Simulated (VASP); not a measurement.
# NaCl in VASP: further runs, part 2 of 3

VASP 6.6.1. The steps go on from the part before.

### Step 3. Single point, PBE (strain along [111] -1.2%)

The input, INCAR:

```
SYSTEM = NaCl
PREC = Accurate
ENCUT = 520
EDIFF = 1E-7
ISMEAR = -1
SIGMA = 0.02
LREAL = .FALSE.
LASPH = .TRUE.
NELM = 100
ALGO = Normal
ISIF = 2
LWAVE = .FALSE.
LCHARG = .FALSE.
GGA = PE
NBANDS = 14
```

The input, KPOINTS:

```
Automatic mesh
0
G
  8 8 8
  0 0 0
```

The input, POSCAR:

```
NaCl
1.0
   -0.0253156368      3.0619571407      3.0619571407
    3.0619571407     -0.0253156368      3.0619571407
    3.0619571407      3.0619571407     -0.0253156368
Na Cl
1 1
Direct
   -0.0009782326     -0.0009782326     -0.0009782326
    0.2509782326      0.2509782326      0.2509782326
```

Potentials or basis: VASP PAW PBE potentials, release 64 (Na_pv, Cl).

Command:

```
> cat potpaw_PBE.64/Na_pv/POTCAR potpaw_PBE.64/Cl/POTCAR > POTCAR
> mpirun -np 1 vasp_std > vasp.out
```

OUTCAR:

```text
SYSTEM = NaCl
   PREC = Accurate
   ENCUT = 520
   EDIFF = 1E-7
   ISMEAR = -1
   LREAL = .FALSE.
   LASPH = .TRUE.
   NELM = 100
   ISIF = 2
   GGA = PE

 ion  position               nearest neighbor table
   1  0.999  0.999  0.999-   2 2.66   2 2.66   2 2.66   2 2.66
   2  0.251  0.251  0.251-   1 2.66   1 2.66   1 2.66   1 2.66

  LATTYP: Found a trigonal (rhomboedric) cell.
 ALAT       =     4.3303353155
 COS(alpha) =     0.4917153981

  Lattice vectors:

 A1 = (  -0.0253156368,   3.0619571407,   3.0619571407)
 A2 = (   3.0619571407,  -0.0253156368,   3.0619571407)
 A3 = (   3.0619571407,   3.0619571407,  -0.0253156368)

Analysis of symmetry for initial positions (statically):
=====================================================================
 Subroutine PRICEL returns:
 Original cell was already a primitive cell.

 Routine SETGRP: Setting up the symmetry group for a
 trigonal (rhombohedral) supercell.

 Subroutine GETGRP returns: Found  6 space group operations
 (whereof  6 operations were pure point group operations)
 out of a pool of 12 trial point group operations.

The static configuration has the point symmetry C_3v.

Analysis of symmetry for dynamics (positions and initial velocities):
=====================================================================
 Subroutine PRICEL returns:
 Original cell was already a primitive cell.

 Routine SETGRP: Setting up the symmetry group for a
 trigonal (rhombohedral) supercell.

 Subroutine GETGRP returns: Found  6 space group operations
 (whereof  6 operations were pure point group operations)
 out of a pool of 12 trial point group operations.

The dynamic configuration has the point symmetry C_3v.

 Subroutine INISYM returns: Found  6 space group operations
 (whereof  6 operations are pure point group operations),
 and found     1 'primitive' translations

----------------------------------------------------------------------------------------

                                     Primitive cell

  volume of cell :      58.1273

  direct lattice vectors                    reciprocal lattice vectors
    -0.025315637  3.061957141  3.061957141    -0.161282953  0.162627524  0.162627524
     3.061957141 -0.025315637  3.061957141     0.162627524 -0.161282953  0.162627524
     3.061957141  3.061957141 -0.025315637     0.162627524  0.162627524 -0.161282953

  length of vectors
     4.330335315  4.330335315  4.330335315     0.280904992  0.280904992  0.280904992

  position of ions in fractional coordinates (direct lattice)
     0.999021767  0.999021767  0.999021767
     0.250978233  0.250978233  0.250978233

  ion indices of the primitive-cell ions
   primitive index   ion index
                 1           1
                 2           2

----------------------------------------------------------------------------------------

 KPOINTS: Automatic mesh

Automatic generation of k-mesh.
 Grid dimensions read from file:
 generate k-points for:    8    8    8

 Generating k-lattice:

  Cartesian coordinates                     Fractional coordinates (reciprocal lattice)
    -0.020160369  0.020328441  0.020328441     0.125000000  0.000000000  0.000000000
     0.020328441 -0.020160369  0.020328441     0.000000000  0.125000000  0.000000000
     0.020328441  0.020328441 -0.020160369     0.000000000  0.000000000  0.125000000

  Length of vectors
     0.035113124  0.035113124  0.035113124

  Shift w.r.t. Gamma in fractional coordinates (k-lattice)
     0.000000000  0.000000000  0.000000000

 Subroutine IBZKPT returns following result:
 ===========================================

 Found     65 irreducible k-points:

 Following reciprocal coordinates:
            Coordinates               Weight
  0.000000  0.000000  0.000000      1.000000
  0.125000  0.000000 -0.000000      6.000000
  0.250000  0.000000 -0.000000      6.000000
  0.375000  0.000000 -0.000000      6.000000
  0.500000  0.000000 -0.000000      3.000000
  0.125000  0.125000  0.000000      6.000000
[... 16 lines left out ...]
  0.250000  0.125000  0.125000      6.000000
  0.375000  0.125000  0.125000      6.000000
 [... further k-points ...]
   k-points           NKPTS =     65   k-points in BZ     NKDIM =     65   number of bands    NBANDS=     14
   number of dos      NEDOS =    301   number of ions     NIONS =      2
   total plane-waves  NPLWV =  32768
   dimension x,y,z NGX =    32 NGY =   32 NGZ =   32
   dimension x,y,z NGXF=    64 NGYF=   64 NGZF=   64
   ions per type =               1   1
   NGX,Y,Z   is equivalent  to a cutoff of  12.29, 12.29, 12.29 a.u.
   NGXF,Y,Z  is equivalent  to a cutoff of  24.57, 24.57, 24.57 a.u.
 SYSTEM =  NaCl
   PREC   = accura    normal or accurate (medium, high low for compatibility)
   ISTART =      0    job   : 0-new  1-cont  2-samecut
   ICHARG =      2    charge: 1-file 2-atom 10-const
   ISPIN  =      1    spin polarized calculation?
   LNONCOLLINEAR =      F non collinear calculations
   LSORBIT =      F    spin-orbit coupling
   LASPH  =      T    aspherical Exc in radial PAW
   ENCUT  =  520.0 eV  38.22 Ry    6.18 a.u.   8.05  8.05  8.05*2*pi/ulx,y,z
   NELM   =    100;   NELMIN=  2; NELMDL= -5     # of ELM steps
   EDIFF  = 0.1E-06   stopping-criterion for ELM
   LREAL  =      F    real-space projection
   EDIFFG = 0.1E-05   stopping-criterion for IOM
   NSW    =      0    number of steps for IOM
   IBRION =     -1    ionic relax: 0-MD 1-quasi-New 2-CG
   NFREE  =      0    steps in history (QN), initial steepest desc. (CG)
   ISIF   =      2    stress and relaxation
   ISYM   =      2    0-nonsym 1-usesym 2-fastsym
   POTIM  = 0.5000    time-step for ionic-motion
   TEBEG  =    0.0;   TEEND  =   0.0 temperature during run
   PSTRESS=    0.0 pullay stress
   NELECT =      14.0000    total number of electrons
   NUPDOWN=      -1.0000    fix difference up-down
   EMIN   =  10.00;   EMAX   =-10.00  energy-range for DOS
   EFERMI =   0.00;   METHOD = LEGACY
   ISMEAR =    -1;   SIGMA  =   0.02  broadening in eV -4-tet -1-fermi 0-gaus
   EFERMI_NEDOS =   21; number of points for ismear=-14 and -15
   IALGO  =     38    algorithm
   IMIX   =      4    mixing-type and parameters
     AMIX     =   0.40;   BMIX     =  1.00
     AMIX_MAG =   1.60;   BMIX_MAG =  1.00
  volume/ion in A,a.u.               =      29.06       196.13
  Fermi-wavevector in a.u.,A,eV,Ry     =   1.018570  1.924818 14.115835  1.037485
  Thomas-Fermi vector in A             =   2.152035
   LORBIT       =      0    0 simple, 1 ext, 2 COOP (PROOUT), +10 PAW based schemes
   GGA     = PE    functional components
   LHFCALC =     F    Hartree Fock is set to
   AEXX    =    0.0000 exact exchange contribution
   IVDW    =     0    specifies the selected vdW correction
   LEPSILON=     F    determine dielectric tensor
   LRPA    =     F    only Hartree local field effects (RPA)
 non-spin polarized calculation
  energy-cutoff  :      520.00
  volume of cell :       58.13
 maximum number of plane-waves:      1580
   NGX = 17   NGY = 17   NGZ = 17

 number of electron      13.9999997 magnetization

 Free energy of the ion-electron system (eV)
  ---------------------------------------------------
  ext. energy  EPLUGINS =         0.00000000
  ---------------------------------------------------
  free energy    TOTEN  =        -6.63372961 eV

  energy without entropy =       -6.63372961  energy(sigma->0) =       -6.63372961

 E-fermi :  -1.8913     XC(G=0):  -6.9029

 val. band max:       -2.3315344077   @ k =   0.0000   0.0000   0.0000
 cond. band min:       2.6177110470   @ k =   0.0000   0.0000   0.0000
 fundamental gap:      4.9492454547
 Fermi energy:        -1.8913196787

 k-point     1 :       0.0000    0.0000    0.0000
  band No.  band energies     occupation
      1     -22.9229      2.00000
      2     -22.9216      2.00000
      3     -22.9216      2.00000
      4     -14.4856      2.00000
      5      -2.3626      2.00000
      6      -2.3626      2.00000
      7      -2.3315      2.00000
      8       2.6177      0.00000
      9       8.8651      0.00000
     10       8.8651      0.00000
     11       9.0070      0.00000
     12      10.6858      0.00000
     13      10.6858      0.00000
     14      13.1448      0.00000
[... 375 lines left out ...]
 k-point    24 :       0.3750    0.1250    0.1250
  band No.  band energies     occupation
      1     -22.9321      2.00000
      2     -22.9248      2.00000
      3     -22.9226      2.00000
      4     -14.3780      2.00000
      5      -3.0891      2.00000
      6      -2.5314      2.00000
      7      -2.4083      2.00000
      8       4.4046      0.00000
      9       7.4574      0.00000
     10       8.2471      0.00000
     11       8.8468      0.00000
     12      10.0488      0.00000
     13      11.6776      0.00000
     14      12.4929      0.00000

 [... further k-points ...]
[... 5 lines left out ...]
  --------------------------------------------------------------------------------------
  -------------------------------------------------------------------------------------
  Total        0.3426002      0.3426002      0.3426002      0.0152077      0.0152077      0.0152077
  in kB        9.4431758      9.4431758      9.4431758      0.4191725      0.4191725      0.4191725
  external PRESSURE =       9.4431758 kB  Pullay stress =       0.0000000 kB

 VOLUME and BASIS-vectors are now :
 -----------------------------------------------------------------------------
  energy-cutoff  :      520.00
  volume of cell :       58.13
      direct lattice vectors                 reciprocal lattice vectors
    -0.025315637  3.061957141  3.061957141    -0.161282953  0.162627524  0.162627524
     3.061957141 -0.025315637  3.061957141     0.162627524 -0.161282953  0.162627524
     3.061957141  3.061957141 -0.025315637     0.162627524  0.162627524 -0.161282953

 POSITION                                       TOTAL-FORCE (eV/Angst)
 -----------------------------------------------------------------------------------
      6.09263      6.09263      6.09263        -0.000648     -0.000648     -0.000648
      1.53062      1.53062      1.53062         0.000648      0.000648      0.000648
 -----------------------------------------------------------------------------------
    total drift:                               -0.000164     -0.000164     -0.000163

  FREE ENERGIE OF THE ION-ELECTRON SYSTEM (eV)
  ---------------------------------------------------
  free  energy   TOTEN  =        -6.6337296128 eV

  energy  without entropy=       -6.6337296128  energy(sigma->0) =       -6.63372961
```

stdout:

```text
POSCAR found type information on POSCAR NaCl
 POSCAR found :  2 types and       2 ions
 scaLAPACK will be used
 LDA part: xc-table for (Slater+PW92), standard interpolation
 POSCAR, INCAR and KPOINTS ok, starting setup
 FFT: planning ... GRIDC
 FFT: planning ... GRID_SOFT
 FFT: planning ... GRID
 WAVECAR not read
 entering main loop
```

It used 110 s of CPU time on 1 thread of AMD EPYC 7R13 Processor (Zen 3), on a shared host.

What came out:

* Free energy: -6.6337 eV
* Pressure: 0.9 GPa
* Band gap on the k mesh: 4.95 eV, direct

Caveat: the cell differs from its parent crystal (strain along [111] -1.2%).

### Step 4. Single point, r2SCAN (epitaxial xy strain -0.6%)

The input, POSCAR:

```
NaCl
1.0
    0.0000000000      3.0693665954      3.1216586827
    3.0693665954      0.0000000000      3.1216586827
    3.0693665954      3.0693665954      0.0000000000
Na Cl
1 1
Direct
    0.0000000000      0.0000000000      0.0000000000
    0.2500000000      0.2500000000      0.2500000000
```

The input, INCAR.step1:

```
SYSTEM = NaCl
PREC     = Accurate       ! precision mode
ENCUT    = 520            ! plane-wave cutoff, eV
ISMEAR   = 0              ! smearing method
SIGMA    = 0.01           ! smearing width, eV
LREAL    = .FALSE.        ! projectors in reciprocal space
LASPH    = .TRUE.         ! aspherical terms in the spheres
NELM     = 60             ! most SCF steps
NBANDS   = 14             ! bands
GGA      = PE             ! functional
ALGO     = Normal         ! electronic algorithm
EDIFF    = 1E-4           ! SCF threshold, eV
LWAVE    = .TRUE.         ! write WAVECAR
LCHARG   = .FALSE.        ! write CHGCAR
```

The input, INCAR.step2:

```
SYSTEM = NaCl
PREC     = Accurate       ! precision mode
ENCUT    = 520            ! plane-wave cutoff, eV
EDIFF    = 1E-7           ! SCF threshold, eV
ISMEAR   = 0              ! smearing method
SIGMA    = 0.01           ! smearing width, eV
LREAL    = .FALSE.        ! projectors in reciprocal space
LASPH    = .TRUE.         ! aspherical terms in the spheres
NELM     = 60             ! most SCF steps
ALGO     = Normal         ! electronic algorithm
ISIF     = 2              ! what is computed and relaxed
LWAVE    = .FALSE.        ! write WAVECAR
LCHARG   = .FALSE.        ! write CHGCAR
METAGGA  = R2SCAN         ! meta-GGA
LMIXTAU  = .TRUE.       
NBANDS   = 14             ! bands
ISTART   = 1
```

The input, KPOINTS:

```
regular mesh
0
G
  8 8 8
  0 0 0
```

Potentials or basis: VASP PAW PBE potentials, release 64 (Na_pv, Cl).

Command:

```
> cat potpaw_PBE.64/Na_pv/POTCAR potpaw_PBE.64/Cl/POTCAR > POTCAR
> cp INCAR.step1 INCAR
> mpirun -np 1 vasp_std > vasp.out
> cp INCAR.step2 INCAR
> mpirun -np 1 vasp_std > vasp.out
```

OUTCAR:

```text
SYSTEM = NaCl
   PREC = Accurate
   ENCUT = 520
   EDIFF = 1E-7
   ISMEAR = 0
   LREAL = .FALSE.
   LASPH = .TRUE.
   NELM = 60
   ISIF = 2
   METAGGA = R2SCAN
   ISTART = 1

 ion  position               nearest neighbor table
   1  0.000  0.000  0.000-   2 2.67   2 2.67   2 2.67   2 2.67
   2  0.250  0.250  0.250-   1 2.67   1 2.67   1 2.67   1 2.67

  LATTYP: Found a body centered tetragonal cell.
 ALAT       =     4.3407398671
 C/A-ratio  =     1.4383071911

  Lattice vectors:

 A1 = (  -3.0693665954,   0.0000000000,   3.1216586827)
 A2 = (   3.0693665954,   0.0000000000,   3.1216586827)
[... 587 lines left out ...]
     11       9.0654      0.00000
     12      10.7752      0.00000
     13      12.1858      0.00000
     14      12.5885      0.00000

 [... further k-points ...]
[... 5 lines left out ...]
  --------------------------------------------------------------------------------------
  -------------------------------------------------------------------------------------
  Total       -0.0308236     -0.0308236     -0.0520493      0.0000000     -0.0000000      0.0000000
  in kB       -0.8396155     -0.8396155     -1.4177928      0.0000000     -0.0000000      0.0000000
  external PRESSURE =      -1.0323412 kB  Pullay stress =       0.0000000 kB

 VOLUME and BASIS-vectors are now :
 -----------------------------------------------------------------------------
  energy-cutoff  :      520.00
  volume of cell :       58.82
      direct lattice vectors                 reciprocal lattice vectors
     0.000000000  3.069366595  3.121658683    -0.162900059  0.162900059  0.160171259
     3.069366595  0.000000000  3.121658683     0.162900059 -0.162900059  0.160171259
     3.069366595  3.069366595  0.000000000     0.162900059  0.162900059 -0.160171259

 POSITION                                       TOTAL-FORCE (eV/Angst)
 -----------------------------------------------------------------------------------
      0.00000      0.00000      0.00000        -0.000000     -0.000000     -0.000000
      1.53468      1.53468      1.56083         0.000000      0.000000      0.000000
 -----------------------------------------------------------------------------------
    total drift:                               -0.000519     -0.000519      0.000323

  FREE ENERGIE OF THE ION-ELECTRON SYSTEM (eV)
  ---------------------------------------------------
  free  energy   TOTEN  =       -13.5613029535 eV

  energy  without entropy=      -13.5613029535  energy(sigma->0) =      -13.56130295
```

OUTCAR.step1:

```text
SYSTEM = NaCl
   PREC = Accurate
   ENCUT = 520
   ISMEAR = 0
   LREAL = .FALSE.
   LASPH = .TRUE.
[... 631 lines left out ...]
      0.00000      0.00000      0.00000        -0.000000     -0.000000     -0.000000
      1.53468      1.53468      1.56083         0.000000      0.000000      0.000000
 -----------------------------------------------------------------------------------
    total drift:                               -0.000000     -0.000000     -0.000004

  FREE ENERGIE OF THE ION-ELECTRON SYSTEM (eV)
  ---------------------------------------------------
  free  energy   TOTEN  =        -6.6375493357 eV

  energy  without entropy=       -6.6375493357  energy(sigma->0) =       -6.63754934
```

OSZICAR.step1:

```text
N       E                     dE             d eps       ncg     rms          rms(c)
DAV:   1     0.101793837180E+03    0.10179E+03   -0.69120E+03  1660   0.939E+02
DAV:   2     0.283449425316E+01   -0.98959E+02   -0.91416E+02  1774   0.252E+02
DAV:   3    -0.675977303259E+01   -0.95943E+01   -0.95404E+01  2180   0.742E+01
DAV:   4    -0.693727853849E+01   -0.17751E+00   -0.17742E+00  1928   0.113E+01
DAV:   5    -0.694134471361E+01   -0.40662E-02   -0.40658E-02  2244   0.171E+00    0.236E+00
DAV:   6    -0.663686821591E+01    0.30448E+00   -0.56035E-01  2052   0.371E+00    0.173E+00
DAV:   7    -0.662044117858E+01    0.16427E-01   -0.12557E-01  2096   0.176E+00    0.117E+00
DAV:   8    -0.663622431686E+01   -0.15783E-01   -0.13536E-02  1874   0.862E-01    0.260E-01
DAV:   9    -0.663647464123E+01   -0.25032E-03   -0.29889E-04  2216   0.134E-01    0.162E-01
DAV:  10    -0.663755680413E+01   -0.10822E-02   -0.13708E-03  1838   0.220E-01    0.673E-02
DAV:  11    -0.663754933571E+01    0.74684E-05   -0.18480E-05  2308   0.451E-02
   1 F= -.66375493E+01 E0= -.66375493E+01  d E =-.558335E-12
```

It used 440 s of CPU time on 1 thread of AMD EPYC 7R13 Processor (Zen 3), on a shared host.

Results:

* Free energy: -13.5613 eV
* Pressure: -0.1 GPa
* Band gap on the k mesh: 5.56 eV, direct

Caveat: the cell differs from its parent crystal (epitaxial xy strain -0.6%); the PAW data sets were made with another functional, which shifts forces and pressure a little. A k mesh can miss the band edges.

### Step 5. Single point, PBE (shear xy strain +1.1%)

The input, INCAR:

```
ALGO = Normal ; EDIFF = 1E-6
ENCUT = 520 ; GGA = PE
ISIF = 2 ; ISMEAR = -1
LASPH = T ; LCHARG = F
LREAL = F ; LWAVE = F
NBANDS = 14 ; NELM = 100
PREC = Accurate ; SIGMA = 0.02
```

The input, KPOINTS:

```
k-points
0
Gamma
  8 8 8
```

The input, POSCAR:

```
NaCl
1.0
    0.0171343639      3.0872727775      3.0872727775
    3.0872727775      0.0171343639      3.0872727775
    3.1044071414      3.1044071414      0.0000000000
Na Cl
1 1
Direct
    0.0012483145      0.0012483145     -0.0012483145
    0.2487516855      0.2487516855      0.2512483145
```

Command:

```
> cat potpaw_PBE.64/Na_pv/POTCAR potpaw_PBE.64/Cl/POTCAR > POTCAR
> mpirun -np 1 vasp_std > vasp.out
```

It used 140 s of CPU time on 1 thread of AMD EPYC 7R13 Processor (Zen 3), on a shared host.

The run converged. Its results:

| Item | Value |
| --- | --- |
| Free energy | -6.6377 eV |
| Pressure | 0.7 GPa |
| Band gap on the k mesh | 4.93 eV, direct |

Stress tensor (GPa, compression positive):
```
 0.69 -0.06  0.00
-0.06  0.69  0.00
 0.00  0.00  0.69
```

Levels at points of the mesh, in eV from the valence-band top:
```tsv
k point	band 3	band 4	band 5	band 6	band 7	band 8	band 9	band 10	band 11	band 12
(0.00, 0.00, 0.00)	-20.61	-12.13	-0.03	-0.01	0.00	4.93	11.15	11.21	11.27	12.99
(0.50, 0.00, 0.00)	-20.61	-11.99	-1.07	-0.12	-0.11	7.56	8.93	10.59	10.65	14.33
(0.50, 0.50, 0.00)	-20.62	-11.94	-0.98	-0.33	-0.29	7.03	9.06	10.60	13.10	13.21
(0.00, 0.00, 0.50)	-20.61	-11.99	-1.08	-0.10	-0.09	7.56	8.88	10.64	10.70	14.37
(0.50, 0.00, 0.50)	-20.62	-11.94	-0.98	-0.31	-0.31	7.03	9.06	10.60	13.15	13.15
```

Caveat: the cell differs from its parent crystal (shear xy strain +1.1%).

(Continued in part 3 of 3.)
